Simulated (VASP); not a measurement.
Rh, 2 atoms in the cell. The structure is hexagonal, space group P6_3/mmc (No. 194). The conventional cell has a = 2.751 Å, b = 2.751 Å, c = 4.044 Å, α = 90.00°, β = 90.00°, γ = 120.00°. Within 3.4 Å of Rh (site symmetry -6m2) lie 12 Rh at 2.57 to 2.75 Å. This isn't the form of Rh at room conditions, which is fcc.

```yaml
Program: VASP 6.6.1
Task: single point
Functional: PBE
Potentials_or_basis: VASP PAW PBE potentials, release 64 (Rh_pv)
Cutoff: 520 eV
k_mesh: 21 × 21 × 12
Occupations: gaussian, width 0.15 eV
Spin: no spin polarisation
Dipole_correction: no
Further_INCAR_settings: ALGO = Fast; EDIFF = 1e-07; NBANDS = 22
```

Potentials or basis: VASP PAW PBE potentials, release 64 (Rh_pv).

Run with:

```console
$ cat potpaw_PBE.64/Rh_pv/POTCAR > POTCAR
$ mpirun -np 1 vasp_std > vasp.out
```

Hardware: 1 thread of Intel(R) Xeon(R) 6975P-C (Granite Rapids), with other jobs on the host.

**Question.** How long does it take, and how much memory?

**Answer.** Wall time 74 s on 1 thread of Intel(R) Xeon(R) 6975P-C (Granite Rapids), with other jobs on the host, peak memory 0.25 GiB. Counts: scf iterations 14, k points 336.
